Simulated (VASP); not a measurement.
A run of VASP 6.6.1 is set up as follows.

Contents of INCAR:

```
SYSTEM = Pt
  PREC = Accurate
  ENCUT = 520
  EDIFF = 1E-6
  ISMEAR = 0
  SIGMA = 0.15
  LREAL = .FALSE.
  LASPH = .TRUE.
  NELM = 60
  ALGO = Fast
  ISIF = 2
  LWAVE = .FALSE.
  LCHARG = .FALSE.
  GGA = PS
  NBANDS = 17
```

The input KPOINTS:

```
Automatic mesh
0
G
  18 18 10
  0 0 0
```

Contents of POSCAR:

```
Pt
1.0
    2.7251897179     -0.0363812827      0.0000000000
   -1.3941019740      2.3782741672      0.0000000000
    0.0000000000      0.0000000000      5.2246833688
Pt
2
Direct
    0.6666666667      0.3333333333      0.7500000000
    0.3333333333      0.6666666667      0.2500000000
```

Potentials or basis: VASP PAW PBE potentials, release 64 (Pt).

The run is started by

```console
$ cat potpaw_PBE.64/Pt/POTCAR > POTCAR
$ mpirun -np 1 vasp_std > vasp.out
```

Question: What does it give for the band gap on the k mesh?

Answer: Zero (bands 10 and 11 overlap by 1.48 eV).

Question: Estimate the pressure.

Answer: -17.5 GPa.

Question: What does it give for the largest force?

Answer: 0.022 eV/Å.

Forces on the atoms (eV/Å):
```
Pt   0.022 -0.001  0.000
Pt  -0.022  0.001  0.000
```

Caveat: the cell differs from its parent crystal (engineering shear strain xy -0.0267, normal strain along z +0.1100); the stress differs along the axes, from -26 to -13 GPa; the PAW data sets were made with another functional, which shifts forces and pressure a little; spin-orbit coupling is left out, which moves the levels of the heavy elements.
